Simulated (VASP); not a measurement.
Here is a VASP 6.6.1 calculation.

Contents of INCAR:

```
  PREC = Accurate
  ENCUT = 700
  EDIFF = 1E-6
  ISMEAR = -1
  SIGMA = 0.15
  LREAL = False
  LASPH = True
  NELM = 120
  ALGO = Normal
  ISIF = 2
  LWAVE = False
  LCHARG = False
  GGA = CA
  NBANDS = 46
  GGA_COMPAT = False
```

Contents of KPOINTS:

```
Automatic mesh
0
Gamma
  11 11 3
```

File POSCAR:

```
Cu
1.0
    2.5307640000      0.0000000000      0.0000000000
   -1.2653820000      2.1917059150      0.0000000000
    0.0000000000      0.0000000000      8.2618150000
Cu
4
Direct
    0.0000000000      0.0000000000      0.0000000000
    0.3333330000      0.6666670000      0.2500000000
    0.0000000000      0.0000000000      0.5000000000
    0.6666670000      0.3333330000      0.7500000000
```

Potentials or basis: VASP PAW LDA potentials, release 64 (Cu_sv_GW).

Command:

```bash
$ cat potpaw_LDA.64/Cu_sv_GW/POTCAR > POTCAR
$ mpirun -np 1 vasp_std > vasp.out
```

(1) Estimate the band gap on the k mesh.

(2) What does it give for the pressure?

## Answers

(1) zero (band 38 reaches 10.24 eV, above the bottom of band 39 at 5.82 eV).

(2) -13.5 GPa.
